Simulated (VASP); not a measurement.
# CdS (Hawleyite) (I-4m2) in VASP: further runs

CdS (Hawleyite) is run at these levels: PBE; tasks: single point.

Program: VASP 6.6.1. These are calculated values, not measurements. Logs are shortened: lines on timing, memory, paths and dates and some standing lists are left out, and cuts for length are marked.

## Step 1: The cell of the first run

The structure is tetragonal, space group I-4m2 (No. 119). Conventional cell: a = 4.125 Å, b = 4.125 Å, c = 5.658 Å, α = 90.00°, β = 90.00°, γ = 90.00°. Cd (site symmetry -4m2) has 4 S at 2.50 Å within 3.3 Å. Within 3.3 Å of S (site symmetry -4m2) lie 4 Cd at 2.50 Å.

## Step 2: Single point, PBE (z stretched by -3 %, then relaxed in part)

Contents of INCAR:

```
SYSTEM = CdS
PREC = Accurate
ENCUT = 520
EDIFF = 1E-6
ISMEAR = -1
SIGMA = 0.02
LREAL = .FALSE.
LASPH = .TRUE.
NELM = 60
ALGO = Normal
ISIF = 2
LWAVE = .FALSE.
LCHARG = .TRUE.
GGA = PE
LELF = .TRUE.
LVHAR = .TRUE.
NBANDS = 16
```

Contents of KPOINTS:

```
Automatic mesh
0
G
  13 13 13
  0 0 0
```

Contents of POSCAR:

```
CdS
1.0
    0.0000000000      2.9165000000      2.8290050000
    2.9165000000      0.0000000000      2.8290050000
    2.9165000000      2.9165000000      0.0000000000
Cd S
1 1
Direct
    0.0000000000      0.0000000000      0.0000000000
    0.2500000000      0.2500000000      0.2500000000
```

Potentials or basis: VASP PAW PBE potentials, release 64 (Cd, S).

On the command line:

```
> cat potpaw_PBE.64/Cd/POTCAR potpaw_PBE.64/S/POTCAR > POTCAR
> mpirun -np 1 vasp_std > vasp.out
```

OUTCAR:

```text
SYSTEM = CdS
   PREC = Accurate
   ENCUT = 520
   EDIFF = 1E-6
   ISMEAR = -1
   LREAL = .FALSE.
   LASPH = .TRUE.
   NELM = 60
   ISIF = 2
   GGA = PE

 ion  position               nearest neighbor table
   1  0.000  0.000  0.000-   2 2.50   2 2.50   2 2.50   2 2.50
   2  0.250  0.250  0.250-   1 2.50   1 2.50   1 2.50   1 2.50

  LATTYP: Found a body centered tetragonal cell.
 ALAT       =     4.1245538547
 C/A-ratio  =     1.3717871555

  Lattice vectors:

 A1 = (   0.0000000000,  -2.9165000000,  -2.8290050000)
 A2 = (   0.0000000000,   2.9165000000,  -2.8290050000)
 A3 = (   2.9165000000,   0.0000000000,   2.8290050000)

Analysis of symmetry for initial positions (statically):
=====================================================================
 Subroutine PRICEL returns:
 Original cell was already a primitive cell.

 Routine SETGRP: Setting up the symmetry group for a
 body centered tetragonal supercell.

 Subroutine GETGRP returns: Found  8 space group operations
 (whereof  8 operations were pure point group operations)
 out of a pool of 16 trial point group operations.

The static configuration has the point symmetry D_2d.

Analysis of symmetry for dynamics (positions and initial velocities):
=====================================================================
 Subroutine PRICEL returns:
 Original cell was already a primitive cell.

 Routine SETGRP: Setting up the symmetry group for a
 body centered tetragonal supercell.

 Subroutine GETGRP returns: Found  8 space group operations
 (whereof  8 operations were pure point group operations)
 out of a pool of 16 trial point group operations.

The dynamic configuration has the point symmetry D_2d.

 Subroutine INISYM returns: Found  8 space group operations
 (whereof  8 operations are pure point group operations),
 and found     1 'primitive' translations

----------------------------------------------------------------------------------------

                                     Primitive cell

  volume of cell :      48.1269

  direct lattice vectors                    reciprocal lattice vectors
     0.000000000  2.916500000  2.829005000    -0.171438368  0.171438368  0.176740585
     2.916500000  0.000000000  2.829005000     0.171438368 -0.171438368  0.176740585
     2.916500000  2.916500000  0.000000000     0.171438368  0.171438368 -0.176740585

  length of vectors
     4.063156598  4.063156598  4.124553855     0.300032436  0.300032436  0.300032436

  position of ions in fractional coordinates (direct lattice)
     0.000000000  0.000000000  0.000000000
     0.250000000  0.250000000  0.250000000

  ion indices of the primitive-cell ions
   primitive index   ion index
                 1           1
                 2           2

----------------------------------------------------------------------------------------

 KPOINTS: Automatic mesh

Automatic generation of k-mesh.
 Grid dimensions read from file:
 generate k-points for:   13   13   13

 Generating k-lattice:

  Cartesian coordinates                     Fractional coordinates (reciprocal lattice)
    -0.013187567  0.013187567  0.013595430     0.076923077  0.000000000  0.000000000
     0.013187567 -0.013187567  0.013595430     0.000000000  0.076923077  0.000000000
     0.013187567  0.013187567 -0.013595430    -0.000000000 -0.000000000  0.076923077

  Length of vectors
     0.023079418  0.023079418  0.023079418

  Shift w.r.t. Gamma in fractional coordinates (k-lattice)
     0.000000000  0.000000000  0.000000000

 Subroutine IBZKPT returns following result:
 ===========================================

 Found    196 irreducible k-points:

 Following reciprocal coordinates:
            Coordinates               Weight
  0.000000  0.000000  0.000000      1.000000
  0.076923  0.000000  0.000000      8.000000
  0.153846  0.000000  0.000000      8.000000
  0.230769  0.000000  0.000000      8.000000
  0.307692  0.000000  0.000000      8.000000
  0.384615 -0.000000  0.000000      8.000000
[... 16 lines left out ...]
  0.384615  0.153846  0.000000      8.000000
  0.461538  0.153846  0.000000      8.000000
 [... further k-points ...]
   k-points           NKPTS =    196   k-points in BZ     NKDIM =    196   number of bands    NBANDS=     16
   number of dos      NEDOS =    301   number of ions     NIONS =      2
   total plane-waves  NPLWV =  28800
   dimension x,y,z NGX =    30 NGY =   30 NGZ =   32
   dimension x,y,z NGXF=    60 NGYF=   60 NGZF=   64
   ions per type =               1   1
   NGX,Y,Z   is equivalent  to a cutoff of  12.27, 12.27, 12.90 a.u.
   NGXF,Y,Z  is equivalent  to a cutoff of  24.55, 24.55, 25.80 a.u.
 SYSTEM =  CdS
   PREC   = accura    normal or accurate (medium, high low for compatibility)
   ISTART =      0    job   : 0-new  1-cont  2-samecut
   ICHARG =      2    charge: 1-file 2-atom 10-const
   ISPIN  =      1    spin polarized calculation?
   LNONCOLLINEAR =      F non collinear calculations
   LSORBIT =      F    spin-orbit coupling
   LASPH  =      T    aspherical Exc in radial PAW
   ENCUT  =  520.0 eV  38.22 Ry    6.18 a.u.   7.55  7.55  7.67*2*pi/ulx,y,z
   NELM   =     60;   NELMIN=  2; NELMDL= -5     # of ELM steps
   EDIFF  = 0.1E-05   stopping-criterion for ELM
   LREAL  =      F    real-space projection
   EDIFFG = 0.1E-04   stopping-criterion for IOM
   NSW    =      0    number of steps for IOM
   IBRION =     -1    ionic relax: 0-MD 1-quasi-New 2-CG
   NFREE  =      0    steps in history (QN), initial steepest desc. (CG)
   ISIF   =      2    stress and relaxation
   ISYM   =      2    0-nonsym 1-usesym 2-fastsym
   POTIM  = 0.5000    time-step for ionic-motion
   TEBEG  =    0.0;   TEEND  =   0.0 temperature during run
   PSTRESS=    0.0 pullay stress
   NELECT =      18.0000    total number of electrons
   NUPDOWN=      -1.0000    fix difference up-down
   EMIN   =  10.00;   EMAX   =-10.00  energy-range for DOS
   EFERMI =   0.00;   METHOD = LEGACY
   ISMEAR =    -1;   SIGMA  =   0.02  broadening in eV -4-tet -1-fermi 0-gaus
   EFERMI_NEDOS =   21; number of points for ismear=-14 and -15
   IALGO  =     38    algorithm
   IMIX   =      4    mixing-type and parameters
     AMIX     =   0.40;   BMIX     =  1.00
     AMIX_MAG =   1.60;   BMIX_MAG =  1.00
  volume/ion in A,a.u.               =      24.06       162.39
  Fermi-wavevector in a.u.,A,eV,Ry     =   1.179514  2.228958 18.929151  1.391253
  Thomas-Fermi vector in A             =   2.315823
   LORBIT       =      0    0 simple, 1 ext, 2 COOP (PROOUT), +10 PAW based schemes
   GGA     = PE    functional components
   LHFCALC =     F    Hartree Fock is set to
   AEXX    =    0.0000 exact exchange contribution
   IVDW    =     0    specifies the selected vdW correction
   LEPSILON=     F    determine dielectric tensor
   LRPA    =     F    only Hartree local field effects (RPA)
 non-spin polarized calculation
  energy-cutoff  :      520.00
  volume of cell :       48.13
 maximum number of plane-waves:      1315
   NGX = 15   NGY = 15   NGZ = 15

 number of electron      18.0000000 magnetization

 Free energy of the ion-electron system (eV)
  ---------------------------------------------------
  ext. energy  EPLUGINS =         0.00000000
  ---------------------------------------------------
  free energy    TOTEN  =        -6.08041115 eV

  energy without entropy =       -6.08041115  energy(sigma->0) =       -6.08041115

 E-fermi :   2.0502     XC(G=0):  -9.2945

 val. band max:        1.6378065547   @ k =   0.0000   0.0000   0.0000
 cond. band min:       2.7945668604   @ k =   0.0000   0.0000   0.0000
 fundamental gap:      1.1567603056
 Fermi energy:         2.0502048357

 k-point     1 :       0.0000    0.0000    0.0000
  band No.  band energies     occupation
      1     -10.9798      2.00000
      2      -6.2689      2.00000
      3      -6.2689      2.00000
      4      -6.2506      2.00000
      5      -5.7486      2.00000
      6      -5.7340      2.00000
[... 8 lines left out ...]
     15      13.1331      0.00000
     16      13.3378      0.00000

 k-point     2 :       0.0769    0.0000    0.0000
  band No.  band energies     occupation
      1     -10.9539      2.00000
      2      -6.2594      2.00000
      3      -6.2538      2.00000
      4      -6.2363      2.00000
      5      -5.7488      2.00000
      6      -5.7352      2.00000
[... 8 lines left out ...]
     15      12.9258      0.00000
     16      13.5384      0.00000

 k-point     3 :       0.1538    0.0000    0.0000
  band No.  band energies     occupation
      1     -10.8817      2.00000
      2      -6.2340      2.00000
      3      -6.2225      2.00000
      4      -6.1761      2.00000
      5      -5.7476      2.00000
      6      -5.7371      2.00000
[... 8 lines left out ...]
     15      12.4562      0.00000
     16      13.6395      0.00000

 k-point     4 :       0.2308    0.0000    0.0000
  band No.  band energies     occupation
      1     -10.7795      2.00000
      2      -6.2016      2.00000
      3      -6.1874      2.00000
      4      -6.0510      2.00000
      5      -5.7412      2.00000
      6      -5.7357      2.00000
[... 8 lines left out ...]
     15      12.2660      0.00000
     16      13.1524      0.00000
[... 324 lines left out ...]
 k-point    22 :       0.3077    0.1538    0.0000
  band No.  band energies     occupation
      1     -10.6717      2.00000
      2      -6.1501      2.00000
      3      -6.1254      2.00000
      4      -5.9841      2.00000
      5      -5.7276      2.00000
      6      -5.7019      2.00000
[... 8 lines left out ...]
     15      13.2673      0.00000
     16      14.5589      0.00000

 k-point    23 :       0.3846    0.1538    0.0000
  band No.  band energies     occupation
      1     -10.5792      2.00000
      2      -6.1256      2.00000
      3      -6.1004      2.00000
      4      -5.8657      2.00000
      5      -5.6897      2.00000
      6      -5.6097      2.00000
[... 8 lines left out ...]
     15      13.7902      0.00000
     16      14.3677      0.00000

 k-point    24 :       0.4615    0.1538    0.0000
  band No.  band energies     occupation
      1     -10.5118      2.00000
      2      -6.1097      2.00000
      3      -6.0888      2.00000
      4      -5.8008      2.00000
      5      -5.6855      2.00000
      6      -5.3993      2.00000
[... 8 lines left out ...]
     15      14.3378      0.00000
     16      14.4985      0.00000

 [... further k-points ...]
[... 5 lines left out ...]
  --------------------------------------------------------------------------------------
  -------------------------------------------------------------------------------------
  Total        1.5784827      1.5784827      1.6916196      0.0000000     -0.0000000      0.0000000
  in kB       52.5487910     52.5487910     56.3151979      0.0000000     -0.0000000      0.0000000
  external PRESSURE =      53.8042600 kB  Pullay stress =       0.0000000 kB

 VOLUME and BASIS-vectors are now :
 -----------------------------------------------------------------------------
  energy-cutoff  :      520.00
  volume of cell :       48.13
      direct lattice vectors                 reciprocal lattice vectors
     0.000000000  2.916500000  2.829005000    -0.171438368  0.171438368  0.176740585
     2.916500000  0.000000000  2.829005000     0.171438368 -0.171438368  0.176740585
     2.916500000  2.916500000  0.000000000     0.171438368  0.171438368 -0.176740585

 POSITION                                       TOTAL-FORCE (eV/Angst)
 -----------------------------------------------------------------------------------
      0.00000      0.00000      0.00000        -0.000000     -0.000000     -0.000000
      1.45825      1.45825      1.41450         0.000000      0.000000      0.000000
 -----------------------------------------------------------------------------------
    total drift:                                0.000001      0.000001      0.000005

  FREE ENERGIE OF THE ION-ELECTRON SYSTEM (eV)
  ---------------------------------------------------
  free  energy   TOTEN  =        -6.0804111546 eV

  energy  without entropy=       -6.0804111546  energy(sigma->0) =       -6.08041115
```

Wall time 74 s (1 thread of Intel Xeon 6975P-C (Granite Rapids), shared host); peak memory 0.28 GiB.

Results:

```
Free energy            : -6.0804 eV
Pressure               : 5.4 GPa
Band gap on the k mesh : 1.16 eV, direct
```

Caveat: the cell differs from its parent crystal (z stretched by -3 %, then relaxed in part). A k mesh can miss the band edges.

## Step 3: Single point, PBE (z stretched by -2 %, then relaxed in part)

Contents of INCAR:

```
SYSTEM = CdS
  ALGO = Normal
  EDIFF = 1E-6
  ENCUT = 520
  GGA = PE
  ISIF = 2
  ISMEAR = -1
  LASPH = .TRUE.
  LCHARG = .TRUE.
  LELF = .TRUE.
  LREAL = .FALSE.
  LVHAR = .TRUE.
  LWAVE = .FALSE.
  NBANDS = 16
  NELM = 100
  PREC = Accurate
  SIGMA = 0.02
```

Contents of KPOINTS:

```
k-points
0
G
  13 13 13
  0 0 0
```

Contents of POSCAR:

```
CdS
1.0
    0.0000000000      2.9165000000      2.8581700000
    2.9165000000      0.0000000000      2.8581700000
    2.9165000000      2.9165000000      0.0000000000
Cd S
1 1
Direct
    0.0000000000      0.0000000000      0.0000000000
    0.2500000000      0.2500000000      0.2500000000
```

Potentials or basis: VASP PAW PBE potentials, release 64 (Cd, S).

On the command line:

```
> cat potpaw_PBE.64/Cd/POTCAR potpaw_PBE.64/S/POTCAR > POTCAR
> mpirun -np 1 vasp_std > vasp.out
```

Wall time 82 s (1 thread of Intel Xeon 6975P-C (Granite Rapids), shared host); peak memory 0.28 GiB.

It converged, with:

- Free energy: -6.0967 eV
- Pressure: 4.6 GPa
- Band gap on the k mesh: 1.15 eV, direct

Stress tensor (GPa, compression positive):
```
4.53 0.00 0.00
0.00 4.53 0.00
0.00 0.00 4.81
```

Levels at points of the mesh, in eV from the valence-band top:
| k point | band 5 | band 6 | band 7 | band 8 | band 9 | band 10 | band 11 | band 12 | band 13 | band 14 |
| --- | --- | --- | --- | --- | --- | --- | --- | --- | --- | --- |
| (0.00, 0.00, 0.00) | -7.34 | -7.33 | -0.06 | -0.06 | 0.00 | 1.15 | 6.50 | 6.50 | 6.51 | 11.33 |

Caveat: the cell differs from its parent crystal (z stretched by -2 %, then relaxed in part).

(Continued in part 2 of 2.)
